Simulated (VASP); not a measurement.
# AlO5: single point with PBE

AlO5:

```
Al O
1.0
     3.55054    0.00000    0.00000
    -1.77527    3.07486    0.00000
     0.00000    0.00000    6.50815
Al O
1 5
Direct
  0.00000 0.00000 0.00000
  0.33333 0.66667 0.00000
  0.66667 0.33333 0.00000
  0.50000 0.00000 0.50000
  0.50000 0.50000 0.50000
  0.00000 0.50000 0.50000
```

```yaml
Program: VASP 6.6.1
Task: single point
Functional: PBE
Potentials_or_basis: VASP PAW PBE potentials, release 64 (Al, O)
Cutoff: 520 eV
k_mesh: 12 × 12 × 6
Occupations: gaussian, width 0.1 eV
Spin: no spin polarisation
```

The pressure is -0.1 GPa.

Stress tensor (GPa, compression positive):
```
-0.04  0.00  0.00
 0.00 -0.04  0.00
 0.00  0.00 -0.22
```

Levels at points of the mesh, in eV from the Fermi level:
```
           k point  band 13  band 14  band 15  band 16  band 17  band 18  band 19  band 20  band 21  band 22
(0.00, 0.00, 0.00)    -1.74    -1.74     0.03     0.03     0.03     2.10     3.50     4.88     4.88     6.79
(0.50, 0.00, 0.00)    -1.26    -1.19    -0.99    -0.99    -0.61    -0.12     0.48     4.59     4.85     5.31
(0.00, 0.00, 0.50)    -1.74    -1.74     0.04     0.04     0.04     2.56     3.50     4.88     4.88     5.88
(0.50, 0.00, 0.50)    -1.34    -1.26    -0.99    -0.99    -0.60    -0.11     0.48     4.59     4.91     5.23
```

Wall time 84 s on 1 thread of AMD EPYC 9R45 96-Core Processor (Zen 5) (shared host), peak memory 0.22 GiB.

Caveat: an odd number of electrons without spin polarisation forces a metal; a magnetic or distorted state may lie lower.
